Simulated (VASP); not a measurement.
# K3Sc3Mo (Pm-3m) in VASP: single point with PBE

Aim: the single point of K3Sc3Mo with PBE.

Everything below comes from runs of VASP 6.6.1. Logs are shortened: lines on timing, memory, paths and dates and some standing lists are left out, and cuts for length are marked.

### Step 1. The cell of the first run

The structure is cubic, space group Pm-3m (No. 221). Conventional cell: a = 5.767 Å, b = 5.767 Å, c = 5.767 Å, α = 90.00°, β = 90.00°, γ = 90.00°. K (site symmetry 4/mmm) has 4 Sc at 2.88 Å within 3.8 Å. Sc (site symmetry 4/mmm) has 4 K at 2.88 Å and 2 Mo at 2.88 Å within 3.8 Å. Mo (site symmetry m-3m) has 6 Sc at 2.88 Å within 3.8 Å.

### Step 2. Single point, PBE

INCAR

```
ALGO = Fast ; EDIFF = 1E-6
ENCUT = 520 ; GGA = PE
ISIF = 2 ; ISMEAR = 0
LASPH = T ; LCHARG = F
LREAL = F ; LWAVE = F
NBANDS = 46 ; NELM = 60
PREC = Accurate ; SIGMA = 0.1
```

KPOINTS

```
k-points
0
Gamma
  4 4 4
```

POSCAR

```
K3Sc3Mo
1.0
    5.7673775500      0.0000000000      0.0000000000
    0.0000000000      5.7673775500      0.0000000000
    0.0000000000      0.0000000000      5.7673775500
K Sc Mo
3 3 1
Direct
    0.0000000000      0.5000000000      0.0000000000
    0.5000000000      0.0000000000      0.0000000000
    0.0000000000      0.0000000000      0.5000000000
    0.0000000000      0.5000000000      0.5000000000
    0.5000000000      0.5000000000      0.0000000000
    0.5000000000      0.0000000000      0.5000000000
    0.5000000000      0.5000000000      0.5000000000
```

Potentials or basis: VASP PAW PBE potentials, release 64 (K_sv, Sc_sv, Mo_sv).

The run is started by

```console
$ cat potpaw_PBE.64/K_sv/POTCAR potpaw_PBE.64/Sc_sv/POTCAR potpaw_PBE.64/Mo_sv/POTCAR > POTCAR
$ mpirun -np 1 vasp_std > vasp.out
```

OUTCAR:

```text
EDIFF = 1E-6
   ENCUT = 520
   GGA = PE
   ISIF = 2
   ISMEAR = 0
   LASPH = T
   LREAL = F
   NELM = 60
   PREC = Accurate

 ion  position               nearest neighbor table
   1  0.000  0.500  0.000-   4 2.88   5 2.88   4 2.88   5 2.88
   2  0.500  0.000  0.000-   5 2.88   6 2.88   6 2.88   5 2.88
   3  0.000  0.000  0.500-   4 2.88   6 2.88   4 2.88   6 2.88
   4  0.000  0.500  0.500-   1 2.88   3 2.88   7 2.88   1 2.88   3 2.88   7 2.88
   5  0.500  0.500  0.000-   1 2.88   2 2.88   7 2.88   7 2.88   2 2.88   1 2.88
   6  0.500  0.000  0.500-   2 2.88   3 2.88   7 2.88   2 2.88   7 2.88   3 2.88
   7  0.500  0.500  0.500-   4 2.88   5 2.88   6 2.88   5 2.88   6 2.88   4 2.88

  LATTYP: Found a simple cubic cell.
 ALAT       =     5.7673775500

  Lattice vectors:

 A1 = (   5.7673775500,   0.0000000000,   0.0000000000)
 A2 = (   0.0000000000,   5.7673775500,   0.0000000000)
 A3 = (   0.0000000000,   0.0000000000,   5.7673775500)

Analysis of symmetry for initial positions (statically):
=====================================================================
 Subroutine PRICEL returns:
 Original cell was already a primitive cell.

 Routine SETGRP: Setting up the symmetry group for a
 simple cubic supercell.

 Subroutine GETGRP returns: Found 48 space group operations
 (whereof 48 operations were pure point group operations)
 out of a pool of 48 trial point group operations.

The static configuration has the point symmetry O_h .

Analysis of symmetry for dynamics (positions and initial velocities):
=====================================================================
 Subroutine PRICEL returns:
 Original cell was already a primitive cell.

 Routine SETGRP: Setting up the symmetry group for a
 simple cubic supercell.

 Subroutine GETGRP returns: Found 48 space group operations
 (whereof 48 operations were pure point group operations)
 out of a pool of 48 trial point group operations.

The dynamic configuration has the point symmetry O_h .

 Subroutine INISYM returns: Found 48 space group operations
 (whereof 48 operations are pure point group operations),
 and found     1 'primitive' translations

----------------------------------------------------------------------------------------

                                     Primitive cell

  volume of cell :     191.8382

  direct lattice vectors                    reciprocal lattice vectors
     5.767377550  0.000000000  0.000000000     0.173389030  0.000000000  0.000000000
     0.000000000  5.767377550  0.000000000     0.000000000  0.173389030  0.000000000
     0.000000000  0.000000000  5.767377550     0.000000000  0.000000000  0.173389030

  length of vectors
     5.767377550  5.767377550  5.767377550     0.173389030  0.173389030  0.173389030

  position of ions in fractional coordinates (direct lattice)
     0.000000000  0.500000000  0.000000000
     0.500000000  0.000000000  0.000000000
     0.000000000  0.000000000  0.500000000
     0.000000000  0.500000000  0.500000000
     0.500000000  0.500000000  0.000000000
     0.500000000  0.000000000  0.500000000
     0.500000000  0.500000000  0.500000000

  ion indices of the primitive-cell ions
   primitive index   ion index
                 1           1
                 2           2
                 3           3
                 4           4
                 5           5
                 6           6
                 7           7

----------------------------------------------------------------------------------------

 KPOINTS: k-points

Automatic generation of k-mesh.
 Grid dimensions read from file:
 generate k-points for:    4    4    4

 Generating k-lattice:

  Cartesian coordinates                     Fractional coordinates (reciprocal lattice)
     0.043347258  0.000000000  0.000000000     0.250000000  0.000000000  0.000000000
     0.000000000  0.043347258  0.000000000     0.000000000  0.250000000  0.000000000
     0.000000000  0.000000000  0.043347258     0.000000000  0.000000000  0.250000000

  Length of vectors
     0.043347258  0.043347258  0.043347258

  Shift w.r.t. Gamma in fractional coordinates (k-lattice)
     0.000000000  0.000000000  0.000000000

 Subroutine IBZKPT returns following result:
 ===========================================

 Found     10 irreducible k-points:

 Following reciprocal coordinates:
            Coordinates               Weight
  0.000000  0.000000  0.000000      1.000000
  0.250000  0.000000  0.000000      6.000000
  0.500000  0.000000  0.000000      3.000000
  0.250000  0.250000  0.000000     12.000000
  0.500000  0.250000  0.000000     12.000000
  0.500000  0.500000  0.000000      3.000000
  0.250000  0.250000  0.250000      8.000000
  0.500000  0.250000  0.250000     12.000000
  0.500000  0.500000  0.250000      6.000000
  0.500000  0.500000  0.500000      1.000000
   k-points           NKPTS =     10   k-points in BZ     NKDIM =     10   number of bands    NBANDS=     46
   number of dos      NEDOS =    301   number of ions     NIONS =      7
   total plane-waves  NPLWV = 110592
   dimension x,y,z NGX =    48 NGY =   48 NGZ =   48
   dimension x,y,z NGXF=    96 NGYF=   96 NGZF=   96
   ions per type =               3   3   1
   NGX,Y,Z   is equivalent  to a cutoff of  13.84, 13.84, 13.84 a.u.
   NGXF,Y,Z  is equivalent  to a cutoff of  27.67, 27.67, 27.67 a.u.
 SYSTEM =  unknown system
   PREC   = accura    normal or accurate (medium, high low for compatibility)
   ISTART =      0    job   : 0-new  1-cont  2-samecut
   ICHARG =      2    charge: 1-file 2-atom 10-const
   ISPIN  =      1    spin polarized calculation?
   LNONCOLLINEAR =      F non collinear calculations
   LSORBIT =      F    spin-orbit coupling
   LASPH  =      T    aspherical Exc in radial PAW
   ENCUT  =  520.0 eV  38.22 Ry    6.18 a.u.  10.72 10.72 10.72*2*pi/ulx,y,z
   NELM   =     60;   NELMIN=  2; NELMDL= -5     # of ELM steps
   EDIFF  = 0.1E-05   stopping-criterion for ELM
   LREAL  =      F    real-space projection
   EDIFFG = 0.1E-04   stopping-criterion for IOM
   NSW    =      0    number of steps for IOM
   IBRION =     -1    ionic relax: 0-MD 1-quasi-New 2-CG
   NFREE  =      0    steps in history (QN), initial steepest desc. (CG)
   ISIF   =      2    stress and relaxation
   ISYM   =      2    0-nonsym 1-usesym 2-fastsym
   POTIM  = 0.5000    time-step for ionic-motion
   TEBEG  =    0.0;   TEEND  =   0.0 temperature during run
   PSTRESS=    0.0 pullay stress
   NELECT =      74.0000    total number of electrons
   NUPDOWN=      -1.0000    fix difference up-down
   EMIN   =  10.00;   EMAX   =-10.00  energy-range for DOS
   EFERMI =   0.00;   METHOD = LEGACY
   ISMEAR =     0;   SIGMA  =   0.10  broadening in eV -4-tet -1-fermi 0-gaus
   EFERMI_NEDOS =   21; number of points for ismear=-14 and -15
   IALGO  =     68    algorithm
   IMIX   =      4    mixing-type and parameters
     AMIX     =   0.40;   BMIX     =  1.00
     AMIX_MAG =   1.60;   BMIX_MAG =  1.00
  volume/ion in A,a.u.               =      27.41       184.94
  Fermi-wavevector in a.u.,A,eV,Ry     =   1.191719  2.252021 19.322899  1.420193
  Thomas-Fermi vector in A             =   2.327774
   LORBIT       =      0    0 simple, 1 ext, 2 COOP (PROOUT), +10 PAW based schemes
   GGA     = PE    functional components
   LHFCALC =     F    Hartree Fock is set to
   AEXX    =    0.0000 exact exchange contribution
   IVDW    =     0    specifies the selected vdW correction
   LEPSILON=     F    determine dielectric tensor
   LRPA    =     F    only Hartree local field effects (RPA)
 non-spin polarized calculation
 RMM-DIIS sequential band-by-band and
 Gauss-broadening in eV      SIGMA  =   0.10
  energy-cutoff  :      520.00
  volume of cell :      191.84
 maximum number of plane-waves:      5232
 NGX is ok and might be reduce to    48
   NGX = 21   NGY = 21   NGZ = 21

 number of electron      74.0000010 magnetization

 Free energy of the ion-electron system (eV)
  ---------------------------------------------------
  ext. energy  EPLUGINS =         0.00000000
  ---------------------------------------------------
  free energy    TOTEN  =       -23.75342802 eV

  energy without entropy =      -23.70671310  energy(sigma->0) =      -23.73007056

 E-fermi :   3.2638     XC(G=0):  -9.1087

 val. band max:        3.2328999673   @ k =   0.5000   0.2500   0.0000
 cond. band min:       3.2641719600   @ k =   0.2500   0.2500   0.2500
 fundamental gap:      0.0312719927
 Fermi energy:         3.2637560373

 k-point     1 :       0.0000    0.0000    0.0000
  band No.  band energies     occupation
      1     -56.7666      2.00000
      2     -46.7009      2.00000
      3     -46.6982      2.00000
      4     -46.6982      2.00000
      5     -30.8651      2.00000
      6     -30.8651      2.00000
[... 38 lines left out ...]
     45       4.2655      0.00000
     46       4.2655      0.00000

 k-point     2 :       0.2500    0.0000    0.0000
  band No.  band energies     occupation
      1     -56.7666      2.00000
      2     -46.7006      2.00000
      3     -46.6987      2.00000
      4     -46.6982      2.00000
      5     -30.8650      2.00000
      6     -30.8650      2.00000
[... 38 lines left out ...]
     45       4.2975      0.00000
     46       4.5176      0.00000

 k-point     3 :       0.5000    0.0000    0.0000
  band No.  band energies     occupation
      1     -56.7666      2.00000
      2     -46.7000      2.00000
      3     -46.6995      2.00000
      4     -46.6981      2.00000
      5     -30.8650      2.00000
      6     -30.8650      2.00000
[... 38 lines left out ...]
     45       4.7036      0.00000
     46       4.9078      0.00000

 k-point     4 :       0.2500    0.2500    0.0000
  band No.  band energies     occupation
      1     -56.7666      2.00000
      2     -46.7004      2.00000
      3     -46.6988      2.00000
      4     -46.6984      2.00000
      5     -30.8650      2.00000
      6     -30.8597      2.00000
[... 38 lines left out ...]
     45       4.4460      0.00000
     46       4.7305      0.00000

 k-point     5 :       0.5000    0.2500    0.0000
  band No.  band energies     occupation
      1     -56.7666      2.00000
      2     -46.6998      2.00000
      3     -46.6995      2.00000
      4     -46.6985      2.00000
      5     -30.8649      2.00000
      6     -30.8597      2.00000
[... 38 lines left out ...]
     45       4.9257      0.00000
     46       4.9336      0.00000

 k-point     6 :       0.5000    0.5000    0.0000
  band No.  band energies     occupation
      1     -56.7666      2.00000
      2     -46.6995      2.00000
      3     -46.6995      2.00000
      4     -46.6990      2.00000
      5     -30.8648      2.00000
      6     -30.8544      2.00000
[... 38 lines left out ...]
     45       4.8357      0.00000
     46       5.0338      0.00000

 k-point     7 :       0.2500    0.2500    0.2500
  band No.  band energies     occupation
      1     -56.7666      2.00000
      2     -46.7002      2.00000
      3     -46.6988      2.00000
      4     -46.6988      2.00000
      5     -30.8597      2.00000
      6     -30.8597      2.00000
[... 38 lines left out ...]
     45       4.6275      0.00000
     46       4.6543      0.00000

 k-point     8 :       0.5000    0.2500    0.2500
  band No.  band energies     occupation
      1     -56.7665      2.00000
      2     -46.6997      2.00000
      3     -46.6995      2.00000
      4     -46.6988      2.00000
      5     -30.8596      2.00000
      6     -30.8596      2.00000
[... 38 lines left out ...]
     45       4.9450      0.00000
     46       5.0104      0.00000

 k-point     9 :       0.5000    0.5000    0.2500
  band No.  band energies     occupation
      1     -56.7665      2.00000
      2     -46.6995      2.00000
      3     -46.6995      2.00000
      4     -46.6992      2.00000
      5     -30.8596      2.00000
      6     -30.8543      2.00000
[... 38 lines left out ...]
     45       4.8811      0.00000
     46       5.0919      0.00000

 k-point    10 :       0.5000    0.5000    0.5000
  band No.  band energies     occupation
      1     -56.7665      2.00000
      2     -46.6995      2.00000
      3     -46.6995      2.00000
      4     -46.6995      2.00000
      5     -30.8543      2.00000
      6     -30.8543      2.00000
[... 38 lines left out ...]
     45       4.9860      0.00000
     46       5.0591      0.00000

------------------------ aborting loop because EDIFF is reached ----------------------------------------

  FORCE on cell =-STRESS in cart. coord.  units (eV):
  Direction    XX          YY          ZZ          XY          YZ          ZX
  --------------------------------------------------------------------------------------
  -------------------------------------------------------------------------------------
  Total        5.2058397      5.2058397      5.2058397     -0.0000000      0.0000000     -0.0000000
  in kB       43.4776668     43.4776668     43.4776668     -0.0000000      0.0000000     -0.0000000
  external PRESSURE =      43.4776668 kB  Pullay stress =       0.0000000 kB

 VOLUME and BASIS-vectors are now :
 -----------------------------------------------------------------------------
  energy-cutoff  :      520.00
  volume of cell :      191.84
      direct lattice vectors                 reciprocal lattice vectors
     5.767377550  0.000000000  0.000000000     0.173389030  0.000000000  0.000000000
     0.000000000  5.767377550  0.000000000     0.000000000  0.173389030  0.000000000
     0.000000000  0.000000000  5.767377550     0.000000000  0.000000000  0.173389030

 POSITION                                       TOTAL-FORCE (eV/Angst)
 -----------------------------------------------------------------------------------
      0.00000      2.88369      0.00000         0.000000      0.000000      0.000000
      2.88369      0.00000      0.00000         0.000000      0.000000      0.000000
      0.00000      0.00000      2.88369         0.000000      0.000000      0.000000
      0.00000      2.88369      2.88369         0.000000      0.000000      0.000000
      2.88369      2.88369      0.00000         0.000000      0.000000      0.000000
      2.88369      0.00000      2.88369         0.000000      0.000000      0.000000
      2.88369      2.88369      2.88369         0.000000      0.000000      0.000000
 -----------------------------------------------------------------------------------
    total drift:                                0.000000      0.000000      0.000000

  FREE ENERGIE OF THE ION-ELECTRON SYSTEM (eV)
  ---------------------------------------------------
  free  energy   TOTEN  =       -23.7534280217 eV

  energy  without entropy=      -23.7067131029  energy(sigma->0) =      -23.73007056
```

It took 6.3 min on 1 thread of AMD EPYC 9755, shared host; peak memory 0.33 GiB.

What came out:

```
Free energy            : -23.7534 eV
Pressure               : 4.3 GPa
Band gap on the k mesh : zero (band 37 reaches 3.48 eV, above the bottom of band 38 at 3.20 eV)
```
